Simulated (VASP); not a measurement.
Write the native input for VASP 6.6.1 that does the following.

```yaml
Task: single point
Functional: PBEsol
Potentials_or_basis: VASP PAW PBE potentials, release 64 (Ga_d, Rh_pv, C)
Cutoff: 520 eV
k_mesh: 6 × 6 × 6
Occupations: gaussian, width 0.1 eV
Spin: no spin polarisation
Dipole_correction: no
Further_INCAR_settings: ALGO = Normal; EDIFF = 1e-07; NBANDS = 39
```

The structure of GaRh3C lies in POSCAR:

```
GaRh3C
1.0
    3.8418924909      0.0000000000      0.0000000000
    0.0000000000      3.8418924909      0.0000000000
    0.0000000000      0.0000000000      3.8418924909
Ga Rh C
1 3 1
Direct
    0.0000000000      0.0000000000      0.0000000000
    0.0000000000      0.5000000000      0.5000000000
    0.5000000000      0.0000000000      0.5000000000
    0.5000000000      0.5000000000      0.0000000000
    0.5000000000      0.5000000000      0.5000000000
```

The input as run:

INCAR

```
PREC = Accurate ; ENCUT = 520
EDIFF = 1E-7 ; ISMEAR = 0
SIGMA = 0.1 ; LREAL = False
LASPH = True ; NELM = 100
ALGO = Normal ; ISIF = 2
LWAVE = False ; LCHARG = False
GGA = PS ; NBANDS = 39
```

KPOINTS

```
Automatic mesh
0
Gamma
  6 6 6
```

Potentials or basis: VASP PAW PBE potentials, release 64 (Ga_d, Rh_pv, C).

Command:

```console
$ cat potpaw_PBE.64/Ga_d/POTCAR potpaw_PBE.64/Rh_pv/POTCAR potpaw_PBE.64/C/POTCAR > POTCAR
$ mpirun -np 1 vasp_std > vasp.out
```

Results of the run:

```
Pressure               : 38.4 GPa
Band gap on the k mesh : zero (band 31 reaches 12.57 eV, above the bottom of band 32 at 12.36 eV)
```

Caveat: the PAW data sets were made with another functional, which shifts forces and pressure a little.

Wall time 79 s on 1 thread of AMD EPYC 9R45 (shared host), peak memory 0.16 GiB.
